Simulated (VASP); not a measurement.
# BePd (Pm-3m) in VASP: notebook, part 2 of 2

VASP 6.6.1. Earlier steps stand in the parts before.

**4. Electric field gradients, LDA**

This run uses another cell than the first one, of 11.13 Å³/atom.

Input file INCAR:

```
SYSTEM = BePd
ALGO = Normal
EDIFF = 1E-8
ENCUT = 520
GGA = CA
ISIF = 2
ISMEAR = -1
LASPH = .TRUE.
LCHARG = .FALSE.
LEFG = .TRUE.
LREAL = .FALSE.
LWAVE = .FALSE.
NBANDS = 13
NELM = 80
PREC = Accurate
SIGMA = 0.08
```

Input file KPOINTS:

```
k-points
0
G
  12 12 12
  0 0 0
```

Input file POSCAR:

```
BePd
1.0
    2.8130000000      0.0000000000      0.0000000000
    0.0000000000      2.8130000000      0.0000000000
    0.0000000000      0.0000000000      2.8130000000
Be Pd
1 1
Direct
    0.0000000000      0.0000000000      0.0000000000
    0.5000000000      0.5000000000      0.5000000000
```

Potentials or basis: VASP PAW LDA potentials, release 64 (Be, Pd).

The run is started by

```sh
$ cat potpaw_LDA.64/Be/POTCAR potpaw_LDA.64/Pd/POTCAR > POTCAR
$ mpirun -np 1 vasp_std > vasp.out
```

OUTCAR:

```text
SYSTEM = BePd
   EDIFF = 1E-8
   ENCUT = 520
   GGA = CA
   ISIF = 2
   ISMEAR = -1
   LASPH = .TRUE.
   LREAL = .FALSE.
   NELM = 80
   PREC = Accurate

 ion  position               nearest neighbor table
   1  0.000  0.000  0.000-   2 2.44   2 2.44   2 2.44   2 2.44   2 2.44   2 2.44   2 2.44   2 2.44

   2  0.500  0.500  0.500-   1 2.44   1 2.44   1 2.44   1 2.44   1 2.44   1 2.44   1 2.44   1 2.44

  LATTYP: Found a simple cubic cell.
 ALAT       =     2.8130000000

  Lattice vectors:

 A1 = (   2.8130000000,   0.0000000000,   0.0000000000)
 A2 = (   0.0000000000,   2.8130000000,   0.0000000000)
 A3 = (   0.0000000000,   0.0000000000,   2.8130000000)

Analysis of symmetry for initial positions (statically):
=====================================================================
 Subroutine PRICEL returns:
 Original cell was already a primitive cell.

 Routine SETGRP: Setting up the symmetry group for a
 simple cubic supercell.

 Subroutine GETGRP returns: Found 48 space group operations
 (whereof 48 operations were pure point group operations)
 out of a pool of 48 trial point group operations.

The static configuration has the point symmetry O_h .

Analysis of symmetry for dynamics (positions and initial velocities):
=====================================================================
 Subroutine PRICEL returns:
 Original cell was already a primitive cell.

 Routine SETGRP: Setting up the symmetry group for a
 simple cubic supercell.

 Subroutine GETGRP returns: Found 48 space group operations
 (whereof 48 operations were pure point group operations)
 out of a pool of 48 trial point group operations.

The dynamic configuration has the point symmetry O_h .

 Subroutine INISYM returns: Found 48 space group operations
 (whereof 48 operations are pure point group operations),
 and found     1 'primitive' translations

----------------------------------------------------------------------------------------

                                     Primitive cell

  volume of cell :      22.2592

  direct lattice vectors                    reciprocal lattice vectors
     2.813000000  0.000000000  0.000000000     0.355492357  0.000000000  0.000000000
     0.000000000  2.813000000  0.000000000     0.000000000  0.355492357  0.000000000
     0.000000000  0.000000000  2.813000000     0.000000000  0.000000000  0.355492357

  length of vectors
     2.813000000  2.813000000  2.813000000     0.355492357  0.355492357  0.355492357

  position of ions in fractional coordinates (direct lattice)
     0.000000000  0.000000000  0.000000000
     0.500000000  0.500000000  0.500000000

  ion indices of the primitive-cell ions
   primitive index   ion index
                 1           1
                 2           2

----------------------------------------------------------------------------------------

 KPOINTS: k-points

Automatic generation of k-mesh.
 Grid dimensions read from file:
 generate k-points for:   12   12   12

 Generating k-lattice:

[... 80 lines left out ...]
     AMIX     =   0.40;   BMIX     =  1.00
     AMIX_MAG =   1.60;   BMIX_MAG =  1.00
  volume/ion in A,a.u.               =      11.13        75.11
  Fermi-wavevector in a.u.,A,eV,Ry     =   1.332393  2.517857 24.154012  1.775270
  Thomas-Fermi vector in A             =   2.461331
   LORBIT       =      0    0 simple, 1 ext, 2 COOP (PROOUT), +10 PAW based schemes
   GGA     = CA    functional components
   LHFCALC =     F    Hartree Fock is set to
   AEXX    =    0.0000 exact exchange contribution
   IVDW    =     0    specifies the selected vdW correction
   LEPSILON=     F    determine dielectric tensor
   LRPA    =     F    only Hartree local field effects (RPA)
 non-spin polarized calculation
  energy-cutoff  :      520.00
  volume of cell :       22.26
 maximum number of plane-waves:       624
 NGX is ok and might be reduce to    24
   NGX = 11   NGY = 11   NGZ = 11

 number of electron      12.0000003 magnetization

 Free energy of the ion-electron system (eV)
  ---------------------------------------------------
  ext. energy  EPLUGINS =         0.00000000
  ---------------------------------------------------
  free energy    TOTEN  =       -11.93882495 eV

  energy without entropy =      -11.92104575  energy(sigma->0) =      -11.92993535

 E-fermi :   9.6992     XC(G=0): -12.5823

 val. band max:        9.6948745931   @ k =   0.4167   0.4167   0.0833
 cond. band min:       9.7195338735   @ k =   0.5000   0.5000   0.1667
 fundamental gap:      0.0246592804
 Fermi energy:         9.6992140670

 k-point     1 :       0.0000    0.0000    0.0000
  band No.  band energies     occupation
      1       0.0645      2.00000
      2       4.0894      2.00000
      3       4.0894      2.00000
      4       7.3716      2.00000
      5       7.3716      2.00000
      6       7.3716      2.00000
      7      14.9895      0.00000
      8      14.9895      0.00000
      9      14.9895      0.00000
     10      24.0968      0.00000
     11      24.0968      0.00000
     12      26.4439      0.00000
     13      33.1805      0.00000
[... 354 lines left out ...]
  band No.  band energies     occupation
      1       3.2054      2.00000
      2       4.3013      2.00000
      3       6.1292      2.00000
      4       6.2725      2.00000
      5       6.5941      2.00000
      6       7.0012      2.00000
      7       9.8847      0.17918
      8      15.6910      0.00000
      9      17.5769      0.00000
     10      18.7104      0.00000
     11      25.1539      0.00000
     12      26.5840      0.00000
     13      28.6844      0.00000

 [... further k-points ...]

------------------------ aborting loop because EDIFF is reached ----------------------------------------

  FORCE on cell =-STRESS in cart. coord.  units (eV):
  Direction    XX          YY          ZZ          XY          YZ          ZX
  --------------------------------------------------------------------------------------
  -------------------------------------------------------------------------------------
  Total       -1.0245512     -1.0245512     -1.0245512     -0.0000000     -0.0000000     -0.0000000
  in kB      -73.7454184    -73.7454184    -73.7454184     -0.0000000     -0.0000000     -0.0000000
  external PRESSURE =     -73.7454184 kB  Pullay stress =       0.0000000 kB

 VOLUME and BASIS-vectors are now :
 -----------------------------------------------------------------------------
  energy-cutoff  :      520.00
  volume of cell :       22.26
      direct lattice vectors                 reciprocal lattice vectors
     2.813000000  0.000000000  0.000000000     0.355492357  0.000000000  0.000000000
     0.000000000  2.813000000  0.000000000     0.000000000  0.355492357  0.000000000
     0.000000000  0.000000000  2.813000000     0.000000000  0.000000000  0.355492357

 POSITION                                       TOTAL-FORCE (eV/Angst)
 -----------------------------------------------------------------------------------
      0.00000      0.00000      0.00000         0.000000      0.000000      0.000000
      1.40650      1.40650      1.40650         0.000000      0.000000      0.000000
 -----------------------------------------------------------------------------------
    total drift:                                0.000000     -0.000000     -0.000000

  FREE ENERGIE OF THE ION-ELECTRON SYSTEM (eV)
  ---------------------------------------------------
  free  energy   TOTEN  =       -11.9388249524 eV

  energy  without entropy=      -11.9210457513  energy(sigma->0) =      -11.92993535

 Electric field gradients (V/A^2)
---------------------------------------------------------------------
 ion       V_xx      V_yy      V_zz      V_xy      V_xz      V_yz
---------------------------------------------------------------------
   1       0.000    -0.000     0.000    -0.000    -0.000    -0.000
   2      -0.000    -0.000     0.000     0.000    -0.000    -0.000
---------------------------------------------------------------------

 Electric field gradients after diagonalization (V/A^2)
 (convention: |V_zz| > |V_xx| > |V_yy|)
----------------------------------------------------------------------
 ion       V_xx      V_yy      V_zz     asymmetry (V_yy - V_xx)/ V_zz
----------------------------------------------------------------------
   1       0.000    -0.000     0.000      -0.720
   2      -0.000    -0.000     0.000       0.063
----------------------------------------------------------------------

           NMR quadrupolar parameters

 Cq : quadrupolar parameter    Cq=e*Q*V_zz/h
 eta: asymmetry parameters     (V_yy - V_xx)/ V_zz
 Q  : nuclear electric quadrupole moment in mb (millibarn)
----------------------------------------------------------------------
 ion       Cq(MHz)       eta       Q (mb)
----------------------------------------------------------------------
   1       0.000      -0.720       1.000
   2       0.000       0.063       1.000
----------------------------------------------------------------------
```

stdout:

```text
POSCAR found type information on POSCAR BePd
 POSCAR found :  2 types and       2 ions
 scaLAPACK will be used
 LDA part: xc-table for (Slater(with rela. corr.)+CA(PZ))
 , standard interpolation
 POSCAR, INCAR and KPOINTS ok, starting setup
 FFT: planning ... GRIDC
 FFT: planning ... GRID_SOFT
 FFT: planning ... GRID
 WAVECAR not read
 entering main loop
ion   1

ion   2
```

Run time: 26 s. Hardware: 1 thread of Intel Xeon 8259CL, shared host; peak memory 0.15 GiB.

What came out:

```
Free energy                             : -11.9388 eV
Pressure                                : -7.4 GPa
Band gap on the k mesh                  : zero (bands 6 and 7 overlap by 6.08 eV)
Largest electric field gradient by atom : under 0.05 V/Å² on every atom
```

Caveat: the cell stands under tension.

**5. The runs side by side**

| cell | gap on the mesh (eV) | pressure (GPa) |
| --- | --- | --- |
| a = 2.794 Å, 2 atoms | none | -3.8 |
| a = 2.775 Å, 2 atoms | none | 0.3 |
| a = 2.813 Å, 2 atoms | none | -7.4 |

Alike in all rows: task electric field gradients; level LDA; potentials or basis VASP PAW LDA potentials, release 64 (Be, Pd); no spin polarisation; k mesh 12 × 12 × 12; cutoff (eV) 520; smearing fermi-dirac 0.08 eV.

Caveats: the cell stands under tension (at least some runs).

Total energies depend on the potentials used, so only differences within one code and one set of settings carry meaning.

The gap in the log of VASP goes by the Fermi energy; the results here count the filled bands.